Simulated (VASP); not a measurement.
## BiN: relaxation of cell and atoms with PBEsol

The system is BiN.

```
Bi N
1.0
     3.84076    0.00000    0.00000
    -1.92038    3.32619    0.00000
     0.00000    0.00000    5.35307
Bi N
2 2
Direct
  0.00000 0.00000 0.00000
  0.00000 0.00000 0.50000
  0.33333 0.66667 0.25000
  0.66667 0.33333 0.75000
```

```
Program                : VASP 6.6.1
Task                   : relaxation of cell and atoms
Functional             : PBEsol
Potentials or basis    : VASP PAW PBE potentials, release 64 (Bi_d, N)
Cutoff                 : 600 eV
k mesh                 : 10 × 10 × 6
Occupations            : gaussian, width 0.05 eV
Spin                   : no spin polarisation
Dipole correction      : no
Further INCAR settings : ALGO = Normal; EDIFF = 1e-06; IBRION = 2; EDIFFG = -0.01; NSW = 80; ISIF = 3
```

```json
{"Relaxed volume": "16.74 Å³/atom", "Relaxed cell": "a = 3.490 Å, b = 3.490 Å, c = 6.348 Å, α = 90.00°, β = 90.00°, γ = 120.00°", "Space group after relaxing (to 0.05 Å)": "P6_3/mmc (No. 194)", "Energy gained by relaxing": "473.4 meV/atom", "Ionic steps": "7", "Pressure after relaxing": "0.0 GPa", "Band gap on the k mesh": "zero (band 20 reaches 9.47 eV, above the bottom of band 21 at 8.38 eV)"}
```

The path:
```tsv
step	energy change (eV)	largest force (eV/Å)	pressure (GPa)	volume (Å³)
1	0.0000	0.0000	7.18	68.39
2	-1.6115	0.0000	-10.96	74.35
3	-1.6706	0.0000	-8.26	73.19
4	-1.8606	0.0000	4.83	64.69
5	-1.8879	0.0000	0.84	66.74
6	-1.8934	0.0000	-0.09	66.97
7	-1.8936	0.0000	0.01	66.94
```

Final structure:
```
CELL_PARAMETERS angstrom
3.48957 0.00000 0.00000
-1.74479 3.02206 0.00000
0.00000 0.00000 6.34779
ATOMIC_POSITIONS crystal
Bi 0.00000 0.00000 0.00000
Bi 0.00000 0.00000 0.50000
N 0.33333 0.66667 0.25000
N 0.66667 0.33333 0.75000
```

Levels at points of the mesh, in eV from the Fermi level:
| k point | band 16 | band 17 | band 18 | band 19 | band 20 | band 21 | band 22 | band 23 | band 24 |
| --- | --- | --- | --- | --- | --- | --- | --- | --- | --- |
| (0.00, 0.00, 0.00) | -2.06 | -2.06 | -1.40 | -1.40 | -0.88 | 1.10 | 4.23 | 4.23 | 5.16 |
| (0.50, 0.00, 0.00) | -5.92 | -3.71 | -1.60 | -1.45 | -1.05 | -0.54 | 2.33 | 2.52 | 3.81 |
| (0.00, 0.00, 0.50) | -1.82 | -1.72 | -1.72 | -1.72 | -1.72 | 2.71 | 2.71 | 4.55 | 4.55 |
| (0.50, 0.00, 0.50) | -4.52 | -3.15 | -3.15 | -2.87 | -2.87 | 2.48 | 2.48 | 3.15 | 3.15 |

Wall time 3 min on 1 thread of Intel(R) Xeon(R) 6975P-C (Granite Rapids), on a shared host, peak memory 0.29 GiB.

Caveat: the PAW data sets were made with another functional, which shifts forces and pressure a little; spin-orbit coupling is left out, which moves the levels of the heavy elements.
